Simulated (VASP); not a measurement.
# C (P2_1/m) in VASP: further runs

Runs on C. Level: PBEsol+D3(BJ). Tasks: single point.

Everything below comes from runs of VASP 6.6.1. Logs are shortened: lines on timing, memory, paths and dates and some standing lists are left out, and cuts for length are marked.

**1. The cell of the first run**

It takes space group P2_1/m (No. 11, monoclinic). The conventional cell has a = 2.379 Å, b = 6.810 Å, c = 2.460 Å, α = 90.00°, β = 116.74°, γ = 90.00°. Within 1.8 Å of C (site symmetry m) lie 3 C at 1.37 to 1.47 Å. C (site symmetry m) has 3 C at 1.37 to 1.47 Å within 1.8 Å.

**2. Single point, PBEsol+D3(BJ) (engineering shear strain xy -0.0750, normal strain along z +0.0350)**

INCAR

```
PREC = Accurate
ENCUT = 520
EDIFF = 1E-6
ISMEAR = 0
SIGMA = 0.15
LREAL = False
LASPH = True
NELM = 100
ALGO = Normal
ISIF = 2
LWAVE = False
LCHARG = True
GGA = PS
IVDW = 12
LELF = True
LVHAR = True
NBANDS = 16
```

KPOINTS

```
Automatic mesh
0
Gamma
  18 18 6
```

POSCAR

```
C
1.0
    2.4580081303     -0.0921753049      0.0000000000
   -1.3088302208      2.1747851360      0.0000000000
    0.0000000000      0.0000000000      6.8103587252
C
4
Direct
    0.0000000000      0.0000000000      0.0025000000
    0.0000000000      0.0000000000      0.5025000000
    0.3333333333      0.6666666667      0.0025000000
    0.6666666667      0.3333333333      0.5025000000
```

Potentials or basis: VASP PAW PBE potentials, release 64 (C).

Started as:

```console
$ cat potpaw_PBE.64/C/POTCAR > POTCAR
$ mpirun -np 1 vasp_std > vasp.out
```

OUTCAR:

```text
PREC = Accurate
   ENCUT = 520
   EDIFF = 1E-6
   ISMEAR = 0
   LREAL = False
   LASPH = True
   NELM = 100
   ISIF = 2
   GGA = PS
   IVDW = 12
 IVDW          = 12

 ion  position               nearest neighbor table
   1  0.000  0.000  0.002-   3 1.37   3 1.42   3 1.47
   2  0.000  0.000  0.502-   4 1.37   4 1.42   4 1.47
   3  0.333  0.667  0.002-   1 1.37   1 1.42   1 1.47
   4  0.667  0.333  0.502-   2 1.37   2 1.42   2 1.47

  LATTYP: Found a simple monoclinic cell.
 ALAT       =     2.3786285074
 B/A-ratio  =     2.8631451713
 C/A-ratio  =     1.0340983480
 COS(beta)  =    -0.4499768365

  Lattice vectors:

 A1 = (   1.1491779095,   2.0826098311,   0.0000000000)
 A2 = (   0.0000000000,   0.0000000000,  -6.8103587252)
 A3 = (  -2.4580081303,   0.0921753049,   0.0000000000)

Analysis of symmetry for initial positions (statically):
=====================================================================
 Subroutine PRICEL returns:
 Original cell was already a primitive cell.

 Routine SETGRP: Setting up the symmetry group for a
 simple monoclinic supercell.

 Subroutine GETGRP returns: Found  4 space group operations
 (whereof  1 operations were pure point group operations)
 out of a pool of  4 trial point group operations.

The static configuration has the point symmetry C_1 .
 The point group associated with its full space group is C_2h.

Analysis of symmetry for dynamics (positions and initial velocities):
=====================================================================
 Subroutine PRICEL returns:
 Original cell was already a primitive cell.

 Routine SETGRP: Setting up the symmetry group for a
 simple monoclinic supercell.

 Subroutine GETGRP returns: Found  4 space group operations
 (whereof  1 operations were pure point group operations)
 out of a pool of  4 trial point group operations.

The dynamic configuration has the point symmetry C_1 .
 The point group associated with its full space group is C_2h.

 Subroutine INISYM returns: Found  4 space group operations
 (whereof  1 operations are pure point group operations),
 and found     1 'primitive' translations

----------------------------------------------------------------------------------------

                                     Primitive cell

  volume of cell :      35.5841

  direct lattice vectors                    reciprocal lattice vectors
     2.458008130 -0.092175305  0.000000000     0.416227002  0.250493931  0.000000000
[... 93 lines left out ...]
   NSW    =      0    number of steps for IOM
   IBRION =     -1    ionic relax: 0-MD 1-quasi-New 2-CG
   NFREE  =      0    steps in history (QN), initial steepest desc. (CG)
   ISIF   =      2    stress and relaxation
   ISYM   =      2    0-nonsym 1-usesym 2-fastsym
   POTIM  = 0.5000    time-step for ionic-motion
   TEBEG  =    0.0;   TEEND  =   0.0 temperature during run
   PSTRESS=    0.0 pullay stress
   NELECT =      16.0000    total number of electrons
   NUPDOWN=      -1.0000    fix difference up-down
   EMIN   =  10.00;   EMAX   =-10.00  energy-range for DOS
   EFERMI =   0.00;   METHOD = LEGACY
   ISMEAR =     0;   SIGMA  =   0.15  broadening in eV -4-tet -1-fermi 0-gaus
   EFERMI_NEDOS =   21; number of points for ismear=-14 and -15
   IALGO  =     38    algorithm
   IMIX   =      4    mixing-type and parameters
     AMIX     =   0.40;   BMIX     =  1.00
     AMIX_MAG =   1.60;   BMIX_MAG =  1.00
  volume/ion in A,a.u.               =       8.90        60.03
  Fermi-wavevector in a.u.,A,eV,Ry     =   1.254188  2.370072 21.401810  1.572989
  Thomas-Fermi vector in A             =   2.388005
   LORBIT       =      0    0 simple, 1 ext, 2 COOP (PROOUT), +10 PAW based schemes
   GGA     = PS    functional components
   LHFCALC =     F    Hartree Fock is set to
   AEXX    =    0.0000 exact exchange contribution
   IVDW    =    12    specifies the selected vdW correction
   LEPSILON=     F    determine dielectric tensor
   LRPA    =     F    only Hartree local field effects (RPA)
 non-spin polarized calculation
 Gauss-broadening in eV      SIGMA  =   0.15
  energy-cutoff  :      520.00
  volume of cell :       35.58
 maximum number of plane-waves:       979
   NGX =  9   NGY =  9   NGZ = 25

 number of electron      16.0000002 magnetization

 Free energy of the ion-electron system (eV)
  ---------------------------------------------------
  ext. energy  EPLUGINS =         0.00000000
  ---------------------------------------------------
  free energy    TOTEN  =       -38.29001659 eV

  energy without entropy =      -38.28987039  energy(sigma->0) =      -38.28994349

 E-fermi :   4.6204     XC(G=0): -10.4647

 val. band max:        4.4567385609   @ k =   0.3333   0.2778   0.0000
 cond. band min:       4.8088984687   @ k =   0.3333   0.2778   0.0000
 fundamental gap:      0.3521599079
 Fermi energy:         4.6204339303

 k-point     1 :       0.0000    0.0000    0.0000
  band No.  band energies     occupation
      1     -15.1642      2.00000
      2     -14.8905      2.00000
      3      -4.0563      2.00000
      4      -2.1920      2.00000
      5       1.3825      2.00000
      6       1.3949      2.00000
[... 433 lines left out ...]
      3      -2.4418      2.00000
      4      -2.3750      2.00000
      5      -2.0868      2.00000
      6      -1.2426      2.00000
[... 8 lines left out ...]
     15      18.0321      0.00000
     16      18.0929      0.00000

 [... further k-points ...]

------------------------ aborting loop because EDIFF is reached ----------------------------------------

 Edisp (eV)   -0.43136

 E8    (eV) :    -0.2097

  FORCE on cell =-STRESS in cart. coord.  units (eV):
  Direction    XX          YY          ZZ          XY          YZ          ZX
  --------------------------------------------------------------------------------------
  -------------------------------------------------------------------------------------
  Total       1.02442     0.94587    -0.23652     7.65934     0.00000     0.00000
  in kB      46.12443    42.58784   -10.64938   344.86232     0.00000     0.00000
  external pressure =       26.02 kB  Pullay stress =        0.00 kB

 VOLUME and BASIS-vectors are now :
 -----------------------------------------------------------------------------
  energy-cutoff  :      520.00
  volume of cell :       35.58
      direct lattice vectors                 reciprocal lattice vectors
     2.458008130 -0.092175305  0.000000000     0.416227002  0.250493931  0.000000000
    -1.308830221  2.174785136  0.000000000     0.017641214  0.470432383  0.000000000
     0.000000000  0.000000000  6.810358725     0.000000000  0.000000000  0.146835143

 POSITION                                       TOTAL-FORCE (eV/Angst)
 -----------------------------------------------------------------------------------
      0.00000      0.00000      0.01703         0.977782      0.181531      0.000000
      0.00000      0.00000      3.42221        -0.977782     -0.181531      0.000000
     -0.05322      1.41913      0.01703        -0.984551     -0.180258      0.000000
      1.20240      0.66348      3.42221         0.984551      0.180258      0.000000
 -----------------------------------------------------------------------------------
    total drift:                               -0.000000     -0.000000      0.000012

  FREE ENERGIE OF THE ION-ELECTRON SYSTEM (eV)
  ---------------------------------------------------
  free  energy   TOTEN  =       -38.7213768000 eV

  energy  without entropy=      -38.7212305985  energy(sigma->0) =      -38.72130370
```

Wall time 4.7 min (1 thread of Intel Xeon Platinum 8259CL at 2.50GHz (Skylake/Cascade Lake), shared host); peak memory 0.37 GiB.

What came out:

- Free energy: -38.7214 eV
- Pressure: 2.6 GPa
- Largest force: 1.001 eV/Å
- Band gap on the k mesh: 0.35 eV, direct
- Dispersion energy per atom: -0.108 eV

Forces on the atoms (eV/Å):
```
C    0.978  0.182  0.000
C   -0.978 -0.182  0.000
C   -0.985 -0.180  0.000
C    0.985  0.180  0.000
```

Caveat: the cell differs from its parent crystal (engineering shear strain xy -0.0750, normal strain along z +0.0350); the PAW data sets were made with another functional, which shifts forces and pressure a little. A k mesh can miss the band edges.

**3. Single point, PBEsol+D3(BJ) (engineering shear strain xy -0.1000, normal strain along z +0.0233)**

INCAR

```
PREC = Accurate
ENCUT = 520
EDIFF = 1E-7
ISMEAR = 0
SIGMA = 0.15
LREAL = False
LASPH = True
NELM = 80
ALGO = Normal
ISIF = 2
LWAVE = False
LCHARG = False
GGA = PS
IVDW = 12
NBANDS = 16
```

KPOINTS is that of step 2.

POSCAR

```
C
1.0
    2.4580081300     -0.1229004065      0.0000000000
   -1.3354389392      2.1901476865      0.0000000000
    0.0000000000      0.0000000000      6.7333720564
C
4
Direct
    0.0000000000      0.0000000000      0.0025000000
    0.0000000000      0.0000000000      0.5025000000
    0.3333333333      0.6666666667      0.0025000000
    0.6666666667      0.3333333333      0.5025000000
```

Potentials or basis: VASP PAW PBE potentials, release 64 (C).

Started as:

```console
$ cat potpaw_PBE.64/C/POTCAR > POTCAR
$ mpirun -np 1 vasp_std > vasp.out
```

Wall time 2.4 min (1 thread of Intel Xeon 6975P-C (Granite Rapids), shared host); peak memory 0.36 GiB.

The run converged. Its results:

- Free energy: -38.4979 eV
- Pressure: 4.4 GPa
- Largest force: 1.373 eV/Å
- Band gap on the k mesh: 0.08 eV, direct
- Dispersion energy per atom: -0.108 eV

Forces in eV/Å, atoms in the order of the input:
```
C    1.327  0.313  0.000
C   -1.327 -0.313  0.000
C   -1.337 -0.313  0.000
C    1.337  0.313  0.000
```

Stress tensor (GPa, compression positive):
```
 7.29 46.68  0.00
46.68  6.83  0.00
 0.00  0.00 -0.80
```

Levels at points of the mesh, in eV from the valence-band top:
```tsv
k point	band 5	band 6	band 7	band 8	band 9	band 10	band 11	band 12
(0.00, 0.00, 0.00)	-3.28	-3.27	-2.75	-2.73	3.93	6.79	6.86	9.08
(0.50, 0.00, 0.00)	-7.35	-7.29	-2.05	-1.38	1.39	1.87	5.23	5.62
(0.00, 0.50, 0.00)	-6.38	-6.33	-2.84	-2.16	1.46	2.17	7.31	7.70
(0.50, 0.50, 0.00)	-5.44	-5.40	-3.59	-2.90	1.36	2.25	9.40	9.75
(0.00, 0.00, 0.50)	-3.28	-3.28	-2.74	-2.74	6.55	6.55	6.82	6.82
(0.50, 0.00, 0.50)	-7.32	-7.32	-1.63	-1.63	1.45	1.45	5.43	5.43
(0.00, 0.50, 0.50)	-6.35	-6.35	-2.44	-2.44	1.61	1.61	7.50	7.50
(0.50, 0.50, 0.50)	-5.42	-5.42	-3.19	-3.19	1.57	1.57	9.59	9.59
```

Caveat: the cell differs from its parent crystal (engineering shear strain xy -0.1000, normal strain along z +0.0233); the PAW data sets were made with another functional, which shifts forces and pressure a little. A k mesh can miss the band edges.

**4. Single point, PBEsol+D3(BJ) (engineering shear strain xy -0.2000, normal strain along z +0.0467)**

INCAR

```
PREC = Accurate ; ENCUT = 520
EDIFF = 1E-6 ; ISMEAR = 0
SIGMA = 0.15 ; LREAL = False
LASPH = True ; NELM = 80
ALGO = Normal ; ISIF = 2
LWAVE = False ; LCHARG = False
GGA = PS ; IVDW = 12
NBANDS = 16
```

KPOINTS is that of step 3.

POSCAR

```
C
1.0
    2.4580081300     -0.2458008130      0.0000000000
   -1.4418738133      2.2515978898      0.0000000000
    0.0000000000      0.0000000000      6.8873453840
C
4
Direct
    0.0000000000      0.0000000000      0.0025000000
    0.0000000000      0.0000000000      0.5025000000
    0.3333333333      0.6666666667      0.0025000000
    0.6666666667      0.3333333333      0.5025000000
```

Started as:

```console
$ cat potpaw_PBE.64/C/POTCAR > POTCAR
$ mpirun -np 1 vasp_std > vasp.out
```

It took 2.4 min on 1 thread of Intel Xeon 6975P-C (Granite Rapids), shared host; peak memory 0.37 GiB.

Results (log left out):

| Quantity | Value |
| --- | --- |
| Free energy | -36.9162 eV |
| Pressure | 15.9 GPa |
| Largest force | 3.166 eV/Å |
| Band gap on the k mesh | 0.35 eV, direct |
| Dispersion energy per atom | -0.100 eV |

Forces in eV/Å, atoms in the order of the input:
```
C    2.904  1.220  0.000
C   -2.904 -1.220  0.000
C   -2.920 -1.224  0.000
C    2.920  1.224  0.000
```

Stress tensor (GPa, compression positive):
```
25.41 92.56  0.00
92.56 23.62  0.00
 0.00  0.00 -1.21
```

Levels at points of the mesh, in eV from the valence-band top:
```csv
k point,band 4,band 5,band 6,band 7,band 8,band 9,band 10,band 11,band 12,band 13
"(0.00, 0.00, 0.00)",-7.04,-3.77,-3.75,-2.23,-2.23,3.71,4.99,5.05,9.44,9.52
"(0.50, 0.00, 0.00)",-12.42,-8.07,-8.03,-1.16,-0.58,1.24,1.47,3.45,3.77,12.17
"(0.00, 0.50, 0.00)",-13.35,-6.11,-6.08,-2.81,-2.22,1.57,2.25,7.55,7.84,10.87
"(0.50, 0.50, 0.00)",-13.13,-4.29,-4.26,-4.23,-3.68,1.19,2.16,9.45,9.82,11.80
"(0.00, 0.00, 0.50)",-7.99,-3.75,-3.75,-2.23,-2.23,5.02,5.02,6.11,6.11,9.55
"(0.50, 0.00, 0.50)",-12.47,-8.05,-8.05,-0.79,-0.79,1.21,1.21,3.62,3.62,12.26
"(0.00, 0.50, 0.50)",-13.39,-6.10,-6.10,-2.47,-2.47,1.75,1.75,7.69,7.69,12.31
"(0.50, 0.50, 0.50)",-13.18,-4.25,-4.25,-3.94,-3.94,1.46,1.46,11.49,11.49,11.59
```

Caveat: the cell differs from its parent crystal (engineering shear strain xy -0.2000, normal strain along z +0.0467); the PAW data sets were made with another functional, which shifts forces and pressure a little.

**5. The runs side by side**

```tsv
cell	gap on the mesh (eV)	pressure (GPa)	largest force (eV/Å)
a = 2.460, b = 2.538, c = 6.810 Å, angles 90.0, 90.0, 123.2°, 4 atoms	0.35	2.6	1.00
a = 2.461, b = 2.565, c = 6.733 Å, angles 90.0, 90.0, 124.2°, 4 atoms	0.08	4.4	1.37
a = 2.470, b = 2.674, c = 6.887 Å, angles 90.0, 90.0, 128.3°, 4 atoms	0.35	15.9	3.17
```

Alike in all rows: task single point; level PBEsol+D3(BJ); potentials or basis VASP PAW PBE potentials, release 64 (C); no spin polarisation; k mesh 18 × 18 × 6; cutoff (eV) 520; smearing gaussian 0.15 eV.

Caveats: the PAW data sets were made with another functional, which shifts forces and pressure a little.

Total energies depend on the potentials used, so only differences within one code and one set of settings carry meaning.
